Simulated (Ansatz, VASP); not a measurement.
**Two plane-wave programs on Te2Mo**

```
Te Mo
1.0
     6.28752    0.00000    0.00000
     0.00000    3.44572    0.00000
    -0.94044    0.00000   13.73482
Te Mo
8 4
Direct
  0.94370 0.75000 0.60450
  0.05630 0.25000 0.39550
  0.90300 0.25000 0.85140
  0.09700 0.75000 0.14860
  0.41120 0.75000 0.89550
  0.58880 0.25000 0.10450
  0.44320 0.25000 0.64840
  0.55680 0.75000 0.35160
  0.81670 0.75000 0.99260
  0.18330 0.25000 0.00740
  0.68190 0.25000 0.49340
  0.31810 0.75000 0.50660
```

Alike in both runs: task single point; functional PBE; dispersion D3(BJ); k mesh 4 × 8 × 2; occupations fermi-dirac, width 0.05 eV; no spin polarisation.

|  | VASP | Ansatz |
| --- | --- | --- |
| version | VASP 6.6.1 | Ansatz 0.2.0 |
| potentials or method | VASP PAW PBE potentials, release 64 (Te, Mo_sv) | Ansatz PAW |
| plane-wave cutoff (eV) | 520 | 420 |
| valence electrons in the cell | 104 | 184 |

```tsv
	VASP	Ansatz	Ansatz less VASP
gap on the k mesh at the Fermi level (eV)	none	none	-
pressure (GPa)	1.3	1.3	0.00
traceless stress, the component that is largest in VASP (GPa)	0.32	0.30	-0.020
rms of the force components (eV/Å)	0.175	0.172	-0.0040
```

Atom by atom the forces differ by 0.006 eV/Å (rms over components). A gap of «none» marks a metal or a gap that the smearing closes. VASP's potentials hold 104 valence electrons a cell and Ansatz's 184, so a difference there can come from the potentials and not from the codes.

Neither program's run includes spin-orbit coupling.
